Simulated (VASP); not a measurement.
# LiMgF3 (Pm-3m) in VASP: further runs

LiMgF3 is run at these levels: PBEsol; tasks: relaxation of cell and atoms.

Everything below comes from runs of VASP 6.6.1. Logs are shortened: lines on timing, memory, paths and dates and some standing lists are left out, and cuts for length are marked.

### 1 The cell of the first run

The structure is cubic, space group Pm-3m (No. 221). The conventional cell has a = 3.529 Å, b = 3.529 Å, c = 3.529 Å, α = 90.00°, β = 90.00°, γ = 90.00°. Li (site symmetry m-3m) has 6 F at 1.76 Å within 2.3 Å. Mg (site symmetry m-3m) has 12 F at 2.50 Å and 8 Li at 3.06 Å within 3.3 Å. F (site symmetry 4/mmm) has 2 Li at 1.76 Å within 2.3 Å.

### 2 Relaxation of cell and atoms, PBEsol

Contents of INCAR:

```
PREC     = Accurate       # precision mode
ENCUT    = 600            # plane-wave cutoff, eV
EDIFF    = 1E-7           # SCF threshold, eV
ISMEAR   = 0              # smearing method
SIGMA    = 0.02           # smearing width, eV
LREAL    = False          # projectors in reciprocal space
LASPH    = True           # aspherical terms in the spheres
NELM     = 100            # most SCF steps
ALGO     = Normal         # electronic algorithm
ISIF     = 3              # what is computed and relaxed
LWAVE    = False          # write WAVECAR
LCHARG   = False          # write CHGCAR
GGA      = PS             # functional
IBRION   = 2              # ionic algorithm
NSW      = 100            # ionic steps
EDIFFG   = -0.005         # ionic threshold
```

Contents of KPOINTS:

```
Automatic mesh
0
Gamma
  6 6 6
```

Contents of POSCAR:

```
LiMgF3
1.0
    3.5291963616      0.0000000000      0.0000000000
    0.0000000000      3.5291963616      0.0000000000
    0.0000000000      0.0000000000      3.5291963616
Li Mg F
1 1 3
Direct
    0.5000000000      0.5000000000      0.5000000000
    0.0000000000      0.0000000000      0.0000000000
    0.0000000000      0.5000000000      0.5000000000
    0.5000000000      0.5000000000      0.0000000000
    0.5000000000      0.0000000000      0.5000000000
```

Potentials or basis: VASP PAW PBE potentials, release 64 (Li_sv, Mg, F).

Command:

```
cat potpaw_PBE.64/Li_sv/POTCAR potpaw_PBE.64/Mg/POTCAR potpaw_PBE.64/F/POTCAR > POTCAR
mpirun -np 1 vasp_std > vasp.out
```

OUTCAR:

```text
PREC = Accurate
   ENCUT = 600
   EDIFF = 1E-7
   ISMEAR = 0
   LREAL = False
   LASPH = True
   NELM = 100
   ISIF = 3
   GGA = PS
   IBRION = 2
   NSW = 100
   EDIFFG = -0.005

 ion  position               nearest neighbor table
   1  0.500  0.500  0.500-   3 1.76   4 1.76   5 1.76   4 1.76   5 1.76   3 1.76   2 3.06   2 3.06
                             2 3.06   2 3.06   2 3.06   2 3.06   2 3.06   2 3.06
   2  0.000  0.000  0.000-   3 2.50   4 2.50   5 2.50   3 2.50   5 2.50   3 2.50   4 2.50   3 2.50
                             4 2.50   5 2.50   5 2.50   4 2.50   1 3.06   1 3.06   1 3.06   1 3.06
   3  0.000  0.500  0.500-   1 1.76   1 1.76   2 2.50   2 2.50   2 2.50   2 2.50
   4  0.500  0.500  0.000-   1 1.76   1 1.76   2 2.50   2 2.50   2 2.50   2 2.50
   5  0.500  0.000  0.500-   1 1.76   1 1.76   2 2.50   2 2.50   2 2.50   2 2.50

  LATTYP: Found a simple cubic cell.
 ALAT       =     3.5291963616

  Lattice vectors:

 A1 = (   3.5291963616,   0.0000000000,   0.0000000000)
 A2 = (   0.0000000000,   3.5291963616,   0.0000000000)
 A3 = (   0.0000000000,   0.0000000000,   3.5291963616)

Analysis of symmetry for initial positions (statically):
=====================================================================
 Subroutine PRICEL returns:
 Original cell was already a primitive cell.

 Routine SETGRP: Setting up the symmetry group for a
 simple cubic supercell.

 Subroutine GETGRP returns: Found 48 space group operations
 (whereof 48 operations were pure point group operations)
 out of a pool of 48 trial point group operations.

The static configuration has the point symmetry O_h .

Analysis of symmetry for dynamics (positions and initial velocities):
=====================================================================
 Subroutine PRICEL returns:
 Original cell was already a primitive cell.

 Routine SETGRP: Setting up the symmetry group for a
 simple cubic supercell.

 Subroutine GETGRP returns: Found 48 space group operations
 (whereof 48 operations were pure point group operations)
 out of a pool of 48 trial point group operations.

The dynamic configuration has the point symmetry O_h .

 Subroutine INISYM returns: Found 48 space group operations
 (whereof 48 operations are pure point group operations),
 and found     1 'primitive' translations

----------------------------------------------------------------------------------------

                                     Primitive cell

  volume of cell :      43.9569

[... 78 lines left out ...]
   NGXF,Y,Z  is equivalent  to a cutoff of  26.38, 26.38, 26.38 a.u.
 SYSTEM =  unknown system
   PREC   = accura    normal or accurate (medium, high low for compatibility)
   ISTART =      0    job   : 0-new  1-cont  2-samecut
   ICHARG =      2    charge: 1-file 2-atom 10-const
   ISPIN  =      1    spin polarized calculation?
   LNONCOLLINEAR =      F non collinear calculations
   LSORBIT =      F    spin-orbit coupling
   LASPH  =      T    aspherical Exc in radial PAW
   ENCUT  =  600.0 eV  44.10 Ry    6.64 a.u.   7.05  7.05  7.05*2*pi/ulx,y,z
   NELM   =    100;   NELMIN=  2; NELMDL= -5     # of ELM steps
   EDIFF  = 0.1E-06   stopping-criterion for ELM
   LREAL  =      F    real-space projection
   EDIFFG = -.5E-02   stopping-criterion for IOM
   NSW    =    100    number of steps for IOM
   IBRION =      2    ionic relax: 0-MD 1-quasi-New 2-CG
   NFREE  =      1    steps in history (QN), initial steepest desc. (CG)
   ISIF   =      3    stress and relaxation
   ISYM   =      2    0-nonsym 1-usesym 2-fastsym
   POTIM  = 0.5000    time-step for ionic-motion
   TEBEG  =    0.0;   TEEND  =   0.0 temperature during run
   PSTRESS=    0.0 pullay stress
   NELECT =      26.0000    total number of electrons
   NUPDOWN=      -1.0000    fix difference up-down
   EMIN   =  10.00;   EMAX   =-10.00  energy-range for DOS
   EFERMI =   0.00;   METHOD = LEGACY
   ISMEAR =     0;   SIGMA  =   0.02  broadening in eV -4-tet -1-fermi 0-gaus
   EFERMI_NEDOS =   21; number of points for ismear=-14 and -15
   IALGO  =     38    algorithm
   IMIX   =      4    mixing-type and parameters
     AMIX     =   0.40;   BMIX     =  1.00
     AMIX_MAG =   1.60;   BMIX_MAG =  1.00
  volume/ion in A,a.u.               =       8.79        59.33
  Fermi-wavevector in a.u.,A,eV,Ry     =   1.374222  2.596902 25.694401  1.888485
  Thomas-Fermi vector in A             =   2.499668
   LORBIT       =      0    0 simple, 1 ext, 2 COOP (PROOUT), +10 PAW based schemes
   GGA     = PS    functional components
   LHFCALC =     F    Hartree Fock is set to
   AEXX    =    0.0000 exact exchange contribution
   IVDW    =     0    specifies the selected vdW correction
   LEPSILON=     F    determine dielectric tensor
   LRPA    =     F    only Hartree local field effects (RPA)
 conjugate gradient relaxation of ions
 non-spin polarized calculation
 Gauss-broadening in eV      SIGMA  =   0.02
  energy-cutoff  :      600.00
  volume of cell :       43.96
 maximum number of plane-waves:      1492
   NGX = 15   NGY = 15   NGZ = 15

--------------------------------------- Ionic step        1  -------------------------------------------

 number of electron      26.0000049 magnetization

 Free energy of the ion-electron system (eV)
  ---------------------------------------------------
  ext. energy  EPLUGINS =         0.00000000
  ---------------------------------------------------
  free energy    TOTEN  =       -23.46449031 eV

  energy without entropy =      -23.46449031  energy(sigma->0) =      -23.46449031

------------------------ aborting loop because EDIFF is reached ----------------------------------------

  FORCE on cell =-STRESS in cart. coord.  units (eV):
  Direction    XX          YY          ZZ          XY          YZ          ZX
  --------------------------------------------------------------------------------------
  -------------------------------------------------------------------------------------
  Total        1.1262406      1.1262406      1.1262406     -0.0000000     -0.0000000      0.0000000
  in kB       41.0501070     41.0501070     41.0501070     -0.0000000     -0.0000000      0.0000000
  external PRESSURE =      41.0501070 kB  Pullay stress =       0.0000000 kB
[... 65 lines left out ...]
--------------------------------------- Ionic step        3  -------------------------------------------

 number of electron      26.0000046 magnetization

 Free energy of the ion-electron system (eV)
  ---------------------------------------------------
  ext. energy  EPLUGINS =         0.00000000
  ---------------------------------------------------
  free energy    TOTEN  =       -23.48686236 eV

  energy without entropy =      -23.48686236  energy(sigma->0) =      -23.48686236

 E-fermi :   0.6294     XC(G=0): -10.5661

 val. band max:        0.4004119585   @ k =   0.5000   0.5000   0.5000
 cond. band min:       4.1073481974   @ k =   0.0000   0.0000   0.0000
 fundamental gap:      3.7069362389
 Fermi energy:         0.6294097905

 k-point     1 :       0.0000    0.0000    0.0000
  band No.  band energies     occupation
      1     -38.8758      2.00000
      2     -20.4210      2.00000
      3     -19.0631      2.00000
      4     -19.0631      2.00000
      5      -3.2589      2.00000
      6      -3.2589      2.00000
[... 421 lines left out ...]
  FREE ENERGIE OF THE ION-ELECTRON SYSTEM (eV)
  ---------------------------------------------------
  free  energy   TOTEN  =       -23.4868623595 eV

  energy  without entropy=      -23.4868623595  energy(sigma->0) =      -23.48686236

 reached required accuracy - stopping structural energy minimisation
```

OSZICAR:

```text
N       E                     dE             d eps       ncg     rms          rms(c)
DAV:   1     0.151125204953E+03    0.15113E+03   -0.16920E+04   736   0.174E+03
DAV:   2    -0.182425931978E+02   -0.16937E+03   -0.16706E+03   833   0.355E+02
DAV:   3    -0.263925124899E+02   -0.81499E+01   -0.81419E+01  1058   0.697E+01
DAV:   4    -0.265554953802E+02   -0.16298E+00   -0.16294E+00   894   0.741E+00
[... 26 lines left out ...]
DAV:   4    -0.234868648860E+02    0.13986E-03   -0.16208E-04   952   0.129E-01    0.886E-03
DAV:   5    -0.234868629397E+02    0.19464E-05   -0.88827E-06   718   0.290E-02    0.228E-03
DAV:   6    -0.234868622824E+02    0.65729E-06   -0.75482E-07   859   0.680E-03    0.102E-03
DAV:   7    -0.234868623835E+02   -0.10118E-06   -0.47994E-08   356   0.183E-03    0.347E-04
DAV:   8    -0.234868623595E+02    0.24019E-07   -0.12705E-08   340   0.876E-04
   3 F= -.23486862E+02 E0= -.23486862E+02  d E =-.223721E-01
```

CONTCAR:

```text
LiMgF3
   1.00000000000000
     3.5771833163244402   -0.0000000000000000    0.0000000000000000
    -0.0000000000000000    3.5771833163244402   -0.0000000000000000
    -0.0000000000000000   -0.0000000000000000    3.5771833163244402
  Li              Mg              F
     1     1     3
Direct
     0.5000000000000000    0.5000000000000000    0.5000000000000000
     0.0000000000000000    0.0000000000000000    0.0000000000000000
     0.0000000000000000    0.5000000000000000    0.5000000000000000
     0.5000000000000000    0.5000000000000000    0.0000000000000000
     0.5000000000000000    0.0000000000000000    0.5000000000000000

  0.00000000E+00  0.00000000E+00  0.00000000E+00
  0.00000000E+00  0.00000000E+00  0.00000000E+00
  0.00000000E+00  0.00000000E+00  0.00000000E+00
  0.00000000E+00  0.00000000E+00  0.00000000E+00
  0.00000000E+00  0.00000000E+00  0.00000000E+00
```

It took 45 s on 1 thread of Intel Xeon Platinum 8488C (Sapphire Rapids), shared host; peak memory 0.17 GiB.

Results:

```yaml
Free_energy: -23.4869 eV
Relaxed_volume: 9.15 Å³/atom
Relaxed_cell: a = 3.577 Å, b = 3.577 Å, c = 3.577 Å, α = 90.00°, β = 90.00°, γ = 90.00°
Space_group_after_relaxing_to_0.05_Å: Pm-3m (No. 221)
Energy_gained_by_relaxing: 4.5 meV/atom
Ionic_steps: 3
Pressure_after_relaxing: 0.0 GPa
Band_gap_on_the_k_mesh: 3.71 eV, indirect (least direct gap 3.97 eV)
```

The path:
```
step  energy change (eV)  largest force (eV/Å)  pressure (GPa)  volume (Å³)
   1              0.0000                0.0000            4.11        43.96
   2             -0.0215                0.0000            0.75        45.41
   3             -0.0224                0.0000           -0.02        45.77
```

Final structure:
```xyz
5
Lattice="3.5772 0.0000 0.0000 0.0000 3.5772 0.0000 0.0000 0.0000 3.5772" Properties=species:S:1:pos:R:3 pbc="T T T"
Li    1.7886    1.7886    1.7886
Mg    0.0000    0.0000    0.0000
F     0.0000    1.7886    1.7886
F     1.7886    1.7886    0.0000
F     1.7886    0.0000    1.7886
```

Levels at points of the mesh, in eV from the valence-band top:
| k point | band 10 | band 11 | band 12 | band 13 | band 14 | band 15 | band 16 | band 17 |
| --- | --- | --- | --- | --- | --- | --- | --- | --- |
| (0.00, 0.00, 0.00) | -1.00 | -0.26 | -0.26 | -0.26 | 3.71 | 12.35 | 12.35 | 14.70 |
| (0.50, 0.00, 0.00) | -1.46 | -1.41 | -0.47 | -0.47 | 7.15 | 8.38 | 13.53 | 13.53 |
| (0.50, 0.50, 0.00) | -1.60 | -1.60 | -0.19 | -0.03 | 8.17 | 10.30 | 10.30 | 12.77 |
| (0.50, 0.50, 0.50) | -0.17 | 0.00 | 0.00 | 0.00 | 6.52 | 12.28 | 12.28 | 12.28 |

Caveat: the cutoff is under 1.25 times the usual one of these potentials, so pressure, stress and relaxed cells hold a basis-set (Pulay) error; the PAW data sets were made with another functional, which shifts forces and pressure a little. A k mesh can miss the band edges.

### 3 Relaxation of cell and atoms, PBEsol, target pressure 15 GPa, at which the enthalpy is minimised

This run uses another cell than the first one, of 8.11 Å³/atom, 0.923 times its volume.

Contents of INCAR:

```
ALGO = Normal ; EDIFF = 1E-6
EDIFFG = -0.001 ; ENCUT = 600
GGA = PS ; IBRION = 2
ISIF = 3 ; ISMEAR = 0
LASPH = T ; LCHARG = F
LREAL = F ; LWAVE = F
NELM = 60 ; NSW = 80
PREC = Accurate ; PSTRESS = 150.0
SIGMA = 0.01
```

Contents of KPOINTS:

```
k-points
0
Gamma
  8 8 8
```

POSCAR, as its differences from that of step 2:

```diff
@@ -2,5 +2,5 @@
 1.0
-    3.5291963616      0.0000000000      0.0000000000
-    0.0000000000      3.5291963616      0.0000000000
-    0.0000000000      0.0000000000      3.5291963616
+    3.4361917199      0.0000000000      0.0000000000
+    0.0000000000      3.4361917199      0.0000000000
+    0.0000000000      0.0000000000      3.4361917199
 Li Mg F
```

Potentials or basis: VASP PAW PBE potentials, release 64 (Li_sv, Mg, F).

Command:

```
cat potpaw_PBE.64/Li_sv/POTCAR potpaw_PBE.64/Mg/POTCAR potpaw_PBE.64/F/POTCAR > POTCAR
mpirun -np 1 vasp_std > vasp.out
```

OUTCAR:

```text
EDIFF = 1E-6
   EDIFFG = -0.001
   ENCUT = 600
   GGA = PS
   IBRION = 2
   ISIF = 3
   ISMEAR = 0
   LASPH = T
   LREAL = F
   NELM = 60
   NSW = 80
   PREC = Accurate
   PSTRESS = 150.0

 ion  position               nearest neighbor table
   1  0.500  0.500  0.500-   3 1.72   4 1.72   5 1.72   4 1.72   5 1.72   3 1.72   2 2.98   2 2.98
                             2 2.98   2 2.98   2 2.98   2 2.98   2 2.98   2 2.98
   2  0.000  0.000  0.000-   3 2.43   4 2.43   5 2.43   3 2.43   5 2.43   3 2.43   4 2.43   3 2.43
                             4 2.43   5 2.43   5 2.43   4 2.43   1 2.98   1 2.98   1 2.98   1 2.98
   3  0.000  0.500  0.500-   1 1.72   1 1.72   2 2.43   2 2.43   2 2.43   2 2.43
   4  0.500  0.500  0.000-   1 1.72   1 1.72   2 2.43   2 2.43   2 2.43   2 2.43
   5  0.500  0.000  0.500-   1 1.72   1 1.72   2 2.43   2 2.43   2 2.43   2 2.43

  LATTYP: Found a simple cubic cell.
[... 273 lines left out ...]

 Free energy of the ion-electron system (eV)
  ---------------------------------------------------
  ext. energy  EPLUGINS =         0.00000000
  ---------------------------------------------------
  free energy    TOTEN  =       -23.25134608 eV

  energy without entropy =      -23.25134608  energy(sigma->0) =      -23.25134608

 E-fermi :   1.4520     XC(G=0): -11.1963

 val. band max:        1.3664789373   @ k =   0.5000   0.5000   0.5000
 cond. band min:       5.7143248980   @ k =   0.0000   0.0000   0.0000
 fundamental gap:      4.3478459607
 Fermi energy:         1.4520341083

 k-point     1 :       0.0000    0.0000    0.0000
  band No.  band energies     occupation
      1     -37.9130      2.00000
      2     -20.0192      2.00000
      3     -18.2969      2.00000
      4     -18.2969      2.00000
      5      -2.9495      2.00000
      6      -2.9495      2.00000
[... 457 lines left out ...]
      4     -18.7125      2.00000
      5      -3.1889      2.00000
      6      -2.0980      2.00000
[... 9 lines left out ...]
     16      13.0884      0.00000
     17      14.9907      0.00000

 [... further k-points ...]
[... 5 lines left out ...]
  --------------------------------------------------------------------------------------
  -------------------------------------------------------------------------------------
  Total        3.7912336      3.7912336      3.7912336     -0.0000000     -0.0000000     -0.0000000
  in kB      149.9622884    149.9622884    149.9622884     -0.0000000     -0.0000000     -0.0000000
  external PRESSURE =      -0.0377116 kB  Pullay stress =     150.0000000 kB
[... 24 lines left out ...]
  energy  without entropy=      -23.2513460827  energy(sigma->0) =      -23.25134608

  enthalpy is  TOTEN    =       -19.4591590580 eV   P V=        3.7921870247

 reached required accuracy - stopping structural energy minimisation
```

Wall time 50 s (1 thread of Intel Xeon Platinum 8488C (Sapphire Rapids), shared host); peak memory 0.17 GiB.

Results:

```yaml
Free_energy: -23.2513 eV
Relaxed_volume: 8.10 Å³/atom
Relaxed_cell: a = 3.434 Å, b = 3.434 Å, c = 3.434 Å, α = 90.00°, β = 90.00°, γ = 90.00°
Space_group_after_relaxing_to_0.05_Å: Pm-3m (No. 221)
Energy_change_on_relaxing_the_enthalpy_is_what_falls: +1.3 meV/atom
Ionic_steps: 3
Pressure_after_relaxing: 15.0 GPa
Band_gap_on_the_k_mesh: 4.35 eV, indirect (least direct gap 4.66 eV)
```

The path:
```csv
step,energy change (eV),largest force (eV/Å),pressure (GPa),volume (Å³)
1,0.0000,0.0000,14.69,40.57
2,0.0085,0.0000,15.07,40.48
3,0.0063,0.0000,15.00,40.51
```

Final structure:
```
Li Mg F
1.0
     3.43429    0.00000    0.00000
     0.00000    3.43429    0.00000
     0.00000    0.00000    3.43429
Li Mg F
1 1 3
Direct
  0.50000 0.50000 0.50000
  0.00000 0.00000 0.00000
  0.00000 0.50000 0.50000
  0.50000 0.50000 0.00000
  0.50000 0.00000 0.50000
```

Caveat: the cutoff is under 1.25 times the usual one of these potentials, so pressure, stress and relaxed cells hold a basis-set (Pulay) error; the cell is relaxed towards a set pressure, so the enthalpy falls and the energy may rise; the PAW data sets were made with another functional, which shifts forces and pressure a little.
